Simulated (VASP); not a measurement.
Set up this calculation in VASP 6.6.1, as the native input.

- Task: single point
- Functional: PBEsol
- Potentials or basis: VASP PAW PBE potentials, release 64 (Ru_pv)
- Cutoff: 520 eV
- k mesh: 21 × 21 × 12
- Occupations: gaussian, width 0.15 eV
- Spin: no spin polarisation
- Dipole correction: no
- Further INCAR settings: ALGO = Fast; EDIFF = 1e-06; NBANDS = 21

The structure of Ru lies in POSCAR:

```
Ru
1.0
    2.7902607346      0.0000000000      0.0000000000
   -1.3951303673      2.4164366793      0.0000000000
    0.0000000000      0.0000000000      4.2040858488
Ru
2
Direct
    0.3333333333      0.6666666667      0.2500000000
    0.6666666667      0.3333333333      0.7500000000
```

This cell differs from its parent crystal: volume 14.173 Å^3 an atom, c/a of the conventional cell 1.5067.

The input as run:

INCAR

```
  PREC = Accurate
  ENCUT = 520
  EDIFF = 1E-6
  ISMEAR = 0
  SIGMA = 0.15
  LREAL = F
  LASPH = T
  NELM = 80
  ALGO = Fast
  ISIF = 2
  LWAVE = F
  LCHARG = T
  GGA = PS
  LELF = T
  LVHAR = T
  NBANDS = 21
```

KPOINTS

```
regular mesh
0
Gamma
  21 21 12
```

Potentials or basis: VASP PAW PBE potentials, release 64 (Ru_pv).

Run with:

```bash
$ cat potpaw_PBE.64/Ru_pv/POTCAR > POTCAR
$ mpirun -np 1 vasp_std > vasp.out
```

It gave:

The pressure is -17.4 GPa and the band gap on the k mesh is zero (band 14 reaches 13.20 eV, above the bottom of band 15 at 10.24 eV).

Caveat: the PAW data sets were made with another functional, which shifts forces and pressure a little.

It took 2.1 min on 1 thread of Intel(R) Xeon(R) Platinum 8259CL CPU @ 2.50GHz (Skylake/Cascade Lake) (shared host), peak memory 0.27 GiB.
